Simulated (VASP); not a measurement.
A run of VASP 6.6.1 is set up as follows.

File INCAR:

```
ALGO     = Normal         # electronic algorithm
EDIFF    = 1E-6           # SCF threshold, eV
ENCUT    = 600            # plane-wave cutoff, eV
GGA      = PS             # functional
GGA_COMPAT= False        
ISIF     = 2              # what is computed and relaxed
ISMEAR   = 0              # smearing method
LASPH    = True           # aspherical terms in the spheres
LCHARG   = False          # write CHGCAR
LREAL    = False          # projectors in reciprocal space
LWAVE    = False          # write WAVECAR
NBANDS   = 11             # bands
NELM     = 120            # most SCF steps
PREC     = Accurate       # precision mode
SIGMA    = 0.01           # smearing width, eV
```

Contents of KPOINTS:

```
k-points
0
Gamma
  6 6 6
```

Contents of POSCAR:

```
C
1.0
    0.0000000000      1.7590642429      1.7815222179
    1.7590642429      0.0000000000      1.7815222179
    1.7590642429      1.7590642429      0.0000000000
C
2
Direct
    0.0000000000      0.0000000000      0.0000000000
    0.2500000000      0.2500000000      0.2500000000
```

Potentials or basis: VASP PAW PBE potentials, release 64 (C).

The run is started by

```console
$ cat potpaw_PBE.64/C/POTCAR > POTCAR
$ mpirun -np 1 vasp_std > vasp.out
```

Task: Predict the band gap on the k mesh.

Result: 3.94 eV, indirect (least direct gap 5.50 eV).

Task: What does it give for the pressure?

Result: 8.8 GPa.

Stress tensor (GPa, compression positive):
```
12.81  0.00  0.00
 0.00 12.81  0.00
 0.00  0.00  0.67
```

Caveat: the k points lie up to 0.51 Å⁻¹ apart; the PAW data sets were made with another functional, which shifts forces and pressure a little. A k mesh can miss the band edges.
